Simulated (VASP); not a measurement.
# Cd in VASP: notebook

The runs below take Cd through single point, with PBE.

Everything below comes from runs of VASP 6.6.1. Logs are shortened: lines on timing, memory, paths and dates and some standing lists are left out, and cuts for length are marked.

## (1) The cell of the first run

It takes space group Fmmm (No. 69, orthorhombic). Conventional cell: a = 4.508 Å, b = 4.568 Å, c = 4.689 Å, α = 90.00°, β = 90.00°, γ = 90.00°. Within 4.2 Å of Cd (site symmetry mmm) lie 12 Cd at 3.21 to 3.27 Å.

## (2) Single point, PBE (normal strain along x +0.0133, normal strain along y +0.0400)

The input, INCAR:

```
PREC = Accurate
ENCUT = 520
EDIFF = 1E-6
ISMEAR = 0
SIGMA = 0.15
LREAL = F
LASPH = T
NELM = 60
ALGO = Fast
ISIF = 2
LWAVE = F
LCHARG = F
GGA = PE
NBANDS = 12
```

The input, KPOINTS:

```
Automatic mesh
0
Gamma
  18 18 18
```

The input, POSCAR:

```
Cd
1.0
    0.0000000000      2.3443196358      2.2541534960
    2.2841337375      0.0000000000      2.2541534960
    2.2841337375      2.3443196358      0.0000000000
Cd
1
Direct
    0.0000000000      0.0000000000      0.0000000000
```

Potentials or basis: VASP PAW PBE potentials, release 64 (Cd).

On the command line:

```bash
$ cat potpaw_PBE.64/Cd/POTCAR > POTCAR
$ mpirun -np 1 vasp_std > vasp.out
```

OUTCAR:

```text
PREC = Accurate
   ENCUT = 520
   EDIFF = 1E-6
   ISMEAR = 0
   LREAL = F
   LASPH = T
   NELM = 60
   ISIF = 2
   GGA = PE

 ion  position               nearest neighbor table
   1  0.000  0.000  0.000-

  LATTYP: Found a face centered orthorhombic cell.
 ALAT       =     4.5083069920
 B/A-ratio  =     1.0133000000
 C/A-ratio  =     1.0400000000

  Lattice vectors:

 A1 = (   2.2841337375,   2.3443196358,   0.0000000000)
 A2 = (   0.0000000000,   2.3443196358,   2.2541534960)
 A3 = (   2.2841337375,   0.0000000000,   2.2541534960)

Analysis of symmetry for initial positions (statically):
=====================================================================
 Subroutine PRICEL returns:
 Original cell was already a primitive cell.

 Routine SETGRP: Setting up the symmetry group for a
 face centered orthorhombic supercell.

 Subroutine GETGRP returns: Found  8 space group operations
 (whereof  8 operations were pure point group operations)
 out of a pool of  8 trial point group operations.

The static configuration has the point symmetry D_2h.

Analysis of symmetry for dynamics (positions and initial velocities):
=====================================================================
 Subroutine PRICEL returns:
 Original cell was already a primitive cell.

 Routine SETGRP: Setting up the symmetry group for a
 face centered orthorhombic supercell.

 Subroutine GETGRP returns: Found  8 space group operations
 (whereof  8 operations were pure point group operations)
 out of a pool of  8 trial point group operations.

The dynamic configuration has the point symmetry D_2h.

 Subroutine INISYM returns: Found  8 space group operations
 (whereof  8 operations are pure point group operations),
 and found     1 'primitive' translations

----------------------------------------------------------------------------------------

                                     Primitive cell

  volume of cell :      24.1408

  direct lattice vectors                    reciprocal lattice vectors
     0.000000000  2.344319636  2.254153496    -0.218901368  0.213281496  0.221812756
     2.284133737  0.000000000  2.254153496     0.218901368 -0.213281496  0.221812756
     2.284133737  2.344319636  0.000000000     0.218901368  0.213281496 -0.221812756

  length of vectors
     3.252236544  3.209123699  3.273087455     0.377634353  0.377634353  0.377634353

  position of ions in fractional coordinates (direct lattice)
     0.000000000  0.000000000  0.000000000

  ion indices of the primitive-cell ions
   primitive index   ion index
                 1           1

----------------------------------------------------------------------------------------

 KPOINTS: Automatic mesh

Automatic generation of k-mesh.
 Grid dimensions read from file:
 generate k-points for:   18   18   18

 Generating k-lattice:

  Cartesian coordinates                     Fractional coordinates (reciprocal lattice)
    -0.012161187  0.011848972  0.012322931     0.055555556  0.000000000 -0.000000000
     0.012161187 -0.011848972  0.012322931     0.000000000  0.055555556  0.000000000
     0.012161187  0.011848972 -0.012322931    -0.000000000  0.000000000  0.055555556

  Length of vectors
     0.020979686  0.020979686  0.020979686

  Shift w.r.t. Gamma in fractional coordinates (k-lattice)
     0.000000000  0.000000000  0.000000000

 Subroutine IBZKPT returns following result:
 ===========================================

 Found    865 irreducible k-points:

 Following reciprocal coordinates:
            Coordinates               Weight
  0.000000  0.000000  0.000000      1.000000
  0.055556  0.000000  0.000000      8.000000
  0.111111  0.000000  0.000000      8.000000
  0.166667  0.000000  0.000000      8.000000
  0.222222  0.000000  0.000000      8.000000
  0.277778  0.000000  0.000000      8.000000
[... 16 lines left out ...]
 -0.277778  0.055556 -0.000000      8.000000
 -0.222222  0.055556 -0.000000      8.000000
 [... further k-points ...]
   k-points           NKPTS =    865   k-points in BZ     NKDIM =    865   number of bands    NBANDS=     12
   number of dos      NEDOS =    301   number of ions     NIONS =      1
   total plane-waves  NPLWV =  13824
   dimension x,y,z NGX =    24 NGY =   24 NGZ =   24
   dimension x,y,z NGXF=    48 NGYF=   48 NGZF=   48
   ions per type =               1
   NGX,Y,Z   is equivalent  to a cutoff of  12.27, 12.43, 12.19 a.u.
   NGXF,Y,Z  is equivalent  to a cutoff of  24.54, 24.87, 24.38 a.u.
 SYSTEM =  unknown system
   PREC   = accura    normal or accurate (medium, high low for compatibility)
   ISTART =      0    job   : 0-new  1-cont  2-samecut
   ICHARG =      2    charge: 1-file 2-atom 10-const
   ISPIN  =      1    spin polarized calculation?
   LNONCOLLINEAR =      F non collinear calculations
   LSORBIT =      F    spin-orbit coupling
   LASPH  =      T    aspherical Exc in radial PAW
   ENCUT  =  520.0 eV  38.22 Ry    6.18 a.u.   6.05  5.97  6.09*2*pi/ulx,y,z
   NELM   =     60;   NELMIN=  2; NELMDL= -5     # of ELM steps
   EDIFF  = 0.1E-05   stopping-criterion for ELM
   LREAL  =      F    real-space projection
   EDIFFG = 0.1E-04   stopping-criterion for IOM
   NSW    =      0    number of steps for IOM
   IBRION =     -1    ionic relax: 0-MD 1-quasi-New 2-CG
   NFREE  =      0    steps in history (QN), initial steepest desc. (CG)
   ISIF   =      2    stress and relaxation
   ISYM   =      2    0-nonsym 1-usesym 2-fastsym
   POTIM  = 0.5000    time-step for ionic-motion
   TEBEG  =    0.0;   TEEND  =   0.0 temperature during run
   PSTRESS=    0.0 pullay stress
   NELECT =      12.0000    total number of electrons
   NUPDOWN=      -1.0000    fix difference up-down
   EMIN   =  10.00;   EMAX   =-10.00  energy-range for DOS
   EFERMI =   0.00;   METHOD = LEGACY
   ISMEAR =     0;   SIGMA  =   0.15  broadening in eV -4-tet -1-fermi 0-gaus
   EFERMI_NEDOS =   21; number of points for ismear=-14 and -15
   IALGO  =     68    algorithm
   IMIX   =      4    mixing-type and parameters
     AMIX     =   0.40;   BMIX     =  1.00
     AMIX_MAG =   1.60;   BMIX_MAG =  1.00
  volume/ion in A,a.u.               =      24.14       162.91
  Fermi-wavevector in a.u.,A,eV,Ry     =   1.296835  2.450662 22.882011  1.681780
  Thomas-Fermi vector in A             =   2.428266
   LORBIT       =      0    0 simple, 1 ext, 2 COOP (PROOUT), +10 PAW based schemes
   GGA     = PE    functional components
   LHFCALC =     F    Hartree Fock is set to
   AEXX    =    0.0000 exact exchange contribution
   IVDW    =     0    specifies the selected vdW correction
   LEPSILON=     F    determine dielectric tensor
   LRPA    =     F    only Hartree local field effects (RPA)
 non-spin polarized calculation
 RMM-DIIS sequential band-by-band and
 Gauss-broadening in eV      SIGMA  =   0.15
  energy-cutoff  :      520.00
  volume of cell :       24.14
 maximum number of plane-waves:       663
   NGX = 13   NGY = 11   NGZ = 13

 number of electron      12.0000003 magnetization

 Free energy of the ion-electron system (eV)
  ---------------------------------------------------
  ext. energy  EPLUGINS =         0.00000000
  ---------------------------------------------------
  free energy    TOTEN  =        -0.73356509 eV

  energy without entropy =       -0.72904371  energy(sigma->0) =       -0.73130440

 E-fermi :   2.1002     XC(G=0): -10.4634

 val. band max:        2.0949883649   @ k =  -0.4444   0.4444   0.0000
 cond. band min:       2.1036292909   @ k =  -0.1667   0.3333   0.4444
 fundamental gap:      0.0086409260
 Fermi energy:         2.1001643738

 k-point     1 :       0.0000    0.0000    0.0000
  band No.  band energies     occupation
      1      -6.8041      2.00000
      2      -6.7310      2.00000
      3      -6.6979      2.00000
      4      -6.4258      2.00000
      5      -6.3420      2.00000
      6      -5.9240      2.00000
      7      15.6901      0.00000
      8      16.0765      0.00000
      9      16.0976      0.00000
     10      16.1541      0.00000
     11      19.3233      0.00000
     12      19.3497      0.00000

 k-point     2 :       0.0556    0.0000    0.0000
  band No.  band energies     occupation
      1      -6.7981      2.00000
      2      -6.7266      2.00000
      3      -6.6925      2.00000
      4      -6.4270      2.00000
      5      -6.3456      2.00000
      6      -5.8502      2.00000
      7      14.8976      0.00000
      8      15.7831      0.00000
      9      15.9690      0.00000
     10      15.9874      0.00000
     11      19.5511      0.00000
     12      19.6313      0.00000

 k-point     3 :       0.1111    0.0000    0.0000
  band No.  band energies     occupation
      1      -6.7953      2.00000
      2      -6.7178      2.00000
      3      -6.6715      2.00000
      4      -6.4263      2.00000
      5      -6.3531      2.00000
      6      -5.6217      2.00000
      7      12.9672      0.00000
      8      15.5818      0.00000
      9      15.6773      0.00000
     10      15.8166      0.00000
     11      19.7895      0.00000
     12      20.1363      0.00000
[... 286 lines left out ...]
 k-point    23 :      -0.2778    0.0556   -0.0000
  band No.  band energies     occupation
      1      -6.9526      2.00000
      2      -6.7044      2.00000
      3      -6.6397      2.00000
      4      -6.3091      2.00000
      5      -6.2420      2.00000
      6      -3.6226      2.00000
      7       6.5055      0.00000
      8      13.1395      0.00000
      9      14.8246      0.00000
     10      15.6511      0.00000
     11      17.6792      0.00000
     12      18.4470      0.00000

 k-point    24 :      -0.2222    0.0556   -0.0000
  band No.  band energies     occupation
      1      -6.8916      2.00000
      2      -6.6843      2.00000
      3      -6.6250      2.00000
      4      -6.3889      2.00000
      5      -6.2969      2.00000
      6      -4.3894      2.00000
      7       8.3904      0.00000
      8      13.3171      0.00000
      9      15.4267      0.00000
     10      16.0512      0.00000
     11      17.9336      0.00000
     12      18.7384      0.00000

 [... further k-points ...]

------------------------ aborting loop because EDIFF is reached ----------------------------------------

  FORCE on cell =-STRESS in cart. coord.  units (eV):
  Direction    XX          YY          ZZ          XY          YZ          ZX
  --------------------------------------------------------------------------------------
  -------------------------------------------------------------------------------------
  Total       -0.2369225     -0.3403232     -0.2022907      0.0000000      0.0000000      0.0000000
  in kB      -15.7240745    -22.5865695    -13.4256281      0.0000000      0.0000000      0.0000000
  external PRESSURE =     -17.2454241 kB  Pullay stress =       0.0000000 kB

 VOLUME and BASIS-vectors are now :
 -----------------------------------------------------------------------------
  energy-cutoff  :      520.00
  volume of cell :       24.14
      direct lattice vectors                 reciprocal lattice vectors
     0.000000000  2.344319636  2.254153496    -0.218901368  0.213281496  0.221812756
     2.284133737  0.000000000  2.254153496     0.218901368 -0.213281496  0.221812756
     2.284133737  2.344319636  0.000000000     0.218901368  0.213281496 -0.221812756

 POSITION                                       TOTAL-FORCE (eV/Angst)
 -----------------------------------------------------------------------------------
      0.00000      0.00000      0.00000        -0.000000      0.000000      0.000000
 -----------------------------------------------------------------------------------
    total drift:                                0.000000     -0.000000      0.000000

  FREE ENERGIE OF THE ION-ELECTRON SYSTEM (eV)
  ---------------------------------------------------
  free  energy   TOTEN  =        -0.7335650854 eV

  energy  without entropy=       -0.7290437058  energy(sigma->0) =       -0.73130440
```

Run time: 63 s. Hardware: 1 thread of Intel Xeon Platinum 8559C (Emerald Rapids), shared host; peak memory 0.33 GiB.

What came out:

- Free energy: -0.7336 eV
- Pressure: -1.7 GPa
- Band gap on the k mesh: zero (bands 6 and 7 overlap by 3.12 eV)

Stress tensor (GPa, compression positive):
```
-1.57  0.00  0.00
 0.00 -2.26  0.00
 0.00  0.00 -1.34
```

Caveat: the cell differs from its parent crystal (normal strain along x +0.0133, normal strain along y +0.0400).

## (3) Single point, PBE (normal strain along x +0.0267, normal strain along y +0.0400)

The input, INCAR:

```
SYSTEM = Cd
PREC = Accurate ; ENCUT = 520
EDIFF = 1E-7 ; ISMEAR = 0
SIGMA = 0.15 ; LREAL = .False.
LASPH = .True. ; NELM = 80
ALGO = Fast ; ISIF = 2
LWAVE = .False. ; LCHARG = .True.
GGA = PE ; LELF = .True.
LVHAR = .True. ; NBANDS = 12
```

The input, KPOINTS:

```
Automatic mesh
0
Gamma
  18 18 18
  0 0 0
```

The input, POSCAR:

```
Cd
1.0
    0.0000000000      2.3443196358      2.2541534960
    2.3143393943      0.0000000000      2.2541534960
    2.3143393943      2.3443196358      0.0000000000
Cd
1
Direct
    0.0000000000      0.0000000000      0.0000000000
```

Potentials or basis: VASP PAW PBE potentials, release 64 (Cd).

On the command line:

```bash
$ cat potpaw_PBE.64/Cd/POTCAR > POTCAR
$ mpirun -np 1 vasp_std > vasp.out
```

OUTCAR:

```text
SYSTEM = Cd
   PREC = Accurate
   ENCUT = 520
   EDIFF = 1E-7
   ISMEAR = 0
   LREAL = .False.
   LASPH = .True.
   NELM = 80
   ISIF = 2
   GGA = PE

 ion  position               nearest neighbor table
   1  0.000  0.000  0.000-

  LATTYP: Found a face centered orthorhombic cell.
 ALAT       =     4.5083069920
 B/A-ratio  =     1.0267000000
 C/A-ratio  =     1.0400000000

  Lattice vectors:

 A1 = (   2.3143393943,   2.3443196358,   0.0000000000)
 A2 = (   0.0000000000,   2.3443196358,   2.2541534960)
 A3 = (   2.3143393943,   0.0000000000,   2.2541534960)
[... 532 lines left out ...]
      5      -6.3629      2.00000
      6      -4.4086      2.00000
      7       8.2598      0.00000
      8      13.1842      0.00000
      9      15.2762      0.00000
     10      15.7573      0.00000
     11      17.8594      0.00000
     12      18.2666      0.00000

 [... further k-points ...]
[... 5 lines left out ...]
  --------------------------------------------------------------------------------------
  -------------------------------------------------------------------------------------
  Total       -0.3366146     -0.3853669     -0.2631104      0.0000000      0.0000000     -0.0000000
  in kB      -22.0488623    -25.2422227    -17.2342013      0.0000000      0.0000000     -0.0000000
  external PRESSURE =     -21.5084288 kB  Pullay stress =       0.0000000 kB

 VOLUME and BASIS-vectors are now :
 -----------------------------------------------------------------------------
  energy-cutoff  :      520.00
  volume of cell :       24.46
      direct lattice vectors                 reciprocal lattice vectors
     0.000000000  2.344319636  2.254153496    -0.216044372  0.213281496  0.221812756
     2.314339394  0.000000000  2.254153496     0.216044372 -0.213281496  0.221812756
     2.314339394  2.344319636  0.000000000     0.216044372  0.213281496 -0.221812756

 POSITION                                       TOTAL-FORCE (eV/Angst)
 -----------------------------------------------------------------------------------
      0.00000      0.00000      0.00000         0.000000      0.000000      0.000000
 -----------------------------------------------------------------------------------
    total drift:                               -0.000000     -0.000000      0.000000

  FREE ENERGIE OF THE ION-ELECTRON SYSTEM (eV)
  ---------------------------------------------------
  free  energy   TOTEN  =        -0.7297700925 eV

  energy  without entropy=       -0.7251940515  energy(sigma->0) =       -0.72748207
```

Wall time 94 s (1 thread of Intel Xeon Platinum 8559C (Emerald Rapids), shared host); peak memory 0.34 GiB.

Results:

```yaml
Free_energy: -0.7298 eV
Pressure: -2.2 GPa
Band_gap_on_the_k_mesh: zero (bands 6 and 7 overlap by 3.20 eV)
```

Caveat: the cell differs from its parent crystal (normal strain along x +0.0267, normal strain along y +0.0400).

## (4) Single point, PBE

This run uses another cell than the first one, of 22.91 Å³/atom.

The input, INCAR:

```
SYSTEM = Cd
  PREC = Accurate
  ENCUT = 520
  EDIFF = 1E-6
  ISMEAR = 0
  SIGMA = 0.15
  LREAL = .False.
  LASPH = .True.
  NELM = 60
  ALGO = Normal
  ISIF = 2
  LWAVE = .False.
  LCHARG = .False.
  GGA = PE
  NBANDS = 12
```

KPOINTS is that of step 3.

The input, POSCAR:

```
Cd
1.0
    0.0000000000      2.2541534960      2.2541534960
    2.2541534960      0.0000000000      2.2541534960
    2.2541534960      2.2541534960      0.0000000000
Cd
1
Direct
    0.0000000000      0.0000000000      0.0000000000
```

On the command line:

```bash
$ cat potpaw_PBE.64/Cd/POTCAR > POTCAR
$ mpirun -np 1 vasp_std > vasp.out
```

Run time: 10 s. Hardware: 1 thread of Intel Xeon 6975P-C (Granite Rapids), shared host; peak memory 0.17 GiB.

It converged, with:

* Free energy: -0.7419 eV
* Pressure: 0.1 GPa
* Band gap on the k mesh: zero (bands 6 and 7 overlap by 2.93 eV)

Levels at points of the mesh, in eV from the Fermi level:
```csv
k point,band 3,band 4,band 5,band 6,band 7,band 8,band 9,band 10
"(0.00, 0.00, 0.00)",-8.96,-8.55,-8.55,-8.38,13.78,14.53,14.53,14.53
"(0.50, 0.00, 0.00)",-8.95,-8.21,-8.21,-2.08,-1.34,12.17,12.17,12.90
"(0.50, 0.50, 0.00)",-8.23,-8.13,-8.13,-0.63,1.26,6.68,6.68,10.76
```

## (5) Summary

```csv
cell,gap on the mesh (eV),pressure (GPa)
"a = 3.252, b = 3.209, c = 3.273 Å, angles 60.2, 58.9, 60.9°, 1 atom",none,-1.7
"a = 3.252, b = 3.231, c = 3.294 Å, angles 59.8, 59.1, 61.1°, 1 atom",none,-2.2
"a = 3.188 Å, angles 60.0°, 1 atom",none,0.1
```

Alike in all rows: task single point; level PBE; potentials or basis VASP PAW PBE potentials, release 64 (Cd); no spin polarisation; k mesh 18 × 18 × 18; cutoff (eV) 520; smearing gaussian 0.15 eV.

Total energies depend on the potentials used, so only differences within one code and one set of settings carry meaning.
